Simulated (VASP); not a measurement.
Here is a VASP 6.6.1 calculation.

Contents of INCAR:

```
PREC     = Accurate       # precision mode
ENCUT    = 500            # plane-wave cutoff, eV
EDIFF    = 1E-6           # SCF threshold, eV
ISMEAR   = 0              # smearing method
SIGMA    = 0.01           # smearing width, eV
LREAL    = F              # projectors in reciprocal space
LASPH    = T              # aspherical terms in the spheres
NELM     = 120            # most SCF steps
ALGO     = Normal         # electronic algorithm
ISIF     = 2              # what is computed and relaxed
LWAVE    = F              # write WAVECAR
LCHARG   = F              # write CHGCAR
GGA      = PS             # functional
NBANDS   = 14             # bands
GGA_COMPAT= F
```

KPOINTS

```
Automatic mesh
0
Gamma
  4 4 4
```

File POSCAR:

```
NaI
1.0
    0.0000000000      3.2364000000      3.2364000000
    3.2364000000      0.0000000000      3.2364000000
    3.2364000000      3.2364000000      0.0000000000
Na I
1 1
Direct
    0.0000000000      0.0000000000      0.0000000000
    0.5000000000      0.5000000000      0.5750000000
```

Potentials or basis: VASP PAW PBE potentials, release 64 (Na_pv, I).

Launch:

```console
$ cat potpaw_PBE.64/Na_pv/POTCAR potpaw_PBE.64/I/POTCAR > POTCAR
$ mpirun -np 1 vasp_std > vasp.out
```

**Question.** Predict the band gap on the k mesh.

**Answer.** 3.52 eV.

**Question.** Estimate the pressure.

**Answer.** 0.2 GPa.

**Question.** Predict the largest force.

**Answer.** 0.325 eV/Å.

Forces in eV/Å, atoms in the order of the input:
```
Na   0.230  0.230  0.000
I   -0.230 -0.230  0.000
```

Caveat: the k points lie up to 0.42 Å⁻¹ apart; the PAW data sets were made with another functional, which shifts forces and pressure a little; spin-orbit coupling is left out, which moves the levels of the heavy elements. PBEsol gaps usually lie below the measured ones, often by a third to a half.
